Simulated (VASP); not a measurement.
# CuO: single point with PBEsol

CuO:

```xyz
4
Lattice="2.3447 -1.7134 0.0000 2.3447 1.7134 0.0000 -0.8606 0.0000 5.0594" Properties=species:S:1:pos:R:3 pbc="T T T"
Cu    1.1723    0.8457    0.0000
Cu    0.7421   -0.8457    2.5297
O     2.0724   -0.2841    1.2836
O     1.6421    0.2841    3.8133
```

| Property | Result |
| --- | --- |
| Program | VASP 6.6.1 |
| Task | single point |
| Functional | PBEsol |
| Potentials or basis | VASP PAW PBE potentials, release 64 (Cu, O) |
| Cutoff | 520 eV |
| k mesh | 16 × 16 × 8 |
| Occupations | methfessel-paxton, width 0.05 eV |
| Spin | no spin polarisation |

| Quantity | Value |
| --- | --- |
| Pressure | -2.0 GPa |
| Largest force | 0.755 eV/Å |
| Band gap on the k mesh | zero (bands 17 and 18 overlap by 0.73 eV) |

Forces in eV/Å, atoms in the order of the input:
```
Cu  -0.615  0.336  0.236
Cu  -0.615 -0.336  0.236
O    0.615  0.369 -0.236
O    0.615 -0.369 -0.236
```

Stress tensor (GPa, compression positive):
```
-2.38  0.00 -1.14
 0.00 -0.11  0.00
-1.14  0.00 -3.59
```

Levels at points of the mesh, in eV from the Fermi level:
| k point | band 14 | band 15 | band 16 | band 17 | band 18 | band 19 | band 20 | band 21 |
| --- | --- | --- | --- | --- | --- | --- | --- | --- |
| (0.00, 0.00, 0.00) | -2.20 | -2.12 | -1.63 | 0.22 | 0.92 | 1.65 | 5.92 | 8.10 |
| (0.50, 0.00, 0.00) | -1.58 | -1.47 | -1.38 | -0.04 | 0.29 | 4.80 | 6.21 | 6.90 |
| (0.50, 0.50, 0.00) | -2.11 | -1.68 | -1.20 | -0.63 | 1.07 | 3.27 | 6.96 | 8.48 |
| (0.00, 0.00, 0.50) | -2.21 | -1.45 | -1.45 | 0.24 | 0.24 | 3.87 | 3.87 | 11.57 |
| (0.50, 0.00, 0.50) | -2.13 | -1.72 | -1.58 | -0.09 | 0.74 | 5.05 | 6.47 | 7.98 |
| (0.50, 0.50, 0.50) | -1.64 | -1.28 | -1.28 | -0.43 | -0.43 | 5.13 | 5.13 | 8.93 |

Wall time 3.3 min on 1 thread of Intel(R) Xeon(R) 6975P-C (Granite Rapids), with other jobs on the host, peak memory 0.54 GiB.

Caveat: the PAW data sets were made with another functional, which shifts forces and pressure a little; semilocal functionals often make such compounds metallic where correlation or magnetic order opens a gap, which also shifts bond lengths. With open d or f shells a metallic result of PBEsol can be an artefact of self-interaction; +U or a hybrid may open a gap.
